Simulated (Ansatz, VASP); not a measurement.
AlFe: VASP beside Ansatz

File INCAR:

```
PREC = Accurate
ENCUT = 520
EDIFF = 1E-6
ISMEAR = 0
SIGMA = 0.15
LREAL = False
LASPH = True
NELM = 150
ALGO = Normal
ISIF = 2
LWAVE = False
LCHARG = False
ISPIN = 2
MAGMOM = 0 0.75
LORBIT = 11
LMAXMIX = 4
GGA = PS
NBANDS = 16
```

The input KPOINTS:

```
regular mesh
0
Gamma
  18 18 18
```

POSCAR

```
AlFe
1.0
    2.9892951811      0.0000000000      0.0000000000
    0.0000000000      2.9892951811      0.0000000000
    0.0000000000      0.0000000000      2.9892951811
Al Fe
1 1
Direct
    0.0000000000      0.0000000000      0.0000000000
    0.5000000000      0.5000000000      0.5000000000
```

Input for Ansatz:

```yaml
crystal:
  lattice:
    - [2.9892951811, 0.0, 0.0]
    - [0.0, 2.9892951811, 0.0]
    - [0.0, 0.0, 2.9892951811]
  atoms:
    - { symbol: Al, position: [0.0, 0.0, 0.0] }
    - { symbol: Fe, position: [0.5, 0.5, 0.5], spin: 0.75 }
basis:
  ecutwfc: 520.0
kpoints:
  mp_grid: { grid: [18, 18, 18] }
hamiltonian:
  xc: pbesol
scf:
  occupations: { method: gaussian, width: 0.15 }
output:
  forces: true
  stress: true
  eigenvalues: true
  populations: true
magnetization:
  spin_polarized: true
```

Alike in both runs: task single point; functional PBEsol; k mesh 18 × 18 × 18; occupations gaussian, width 0.15 eV; collinear spin.

|  | VASP | Ansatz |
| --- | --- | --- |
| version | VASP 6.6.1 | Ansatz 0.2.0 |
| potentials or method | VASP PAW PBE potentials, release 64 (Al, Fe), cutoff 520 eV | scalar-relativistic, plane waves, PAW |
| valence electrons in the cell | 11 | 19 |

|  | VASP | Ansatz | Ansatz less VASP |
| --- | --- | --- | --- |
| gap on the k mesh at the Fermi level (eV) | none | none | - |
| pressure (GPa) | -20.1 | -20.3 | -0.20 |
| net moment per atom (μB) | 0.40 | 0.40 | +0.001 |
| size of the moment on the site where the two differ most (μB) | 0.03 | 0.04 | +0.012 |

VASP's potentials were made for PBE, not for PBEsol. Site moments also hang on the region over which each program counts them. A gap of «none» marks a metal or a gap that the smearing closes. The functional is the same, so the differences come from potentials, cutoffs and numerics. VASP's potentials hold 11 valence electrons a cell and Ansatz's 19, so a difference there can come from the potentials and not from the codes.
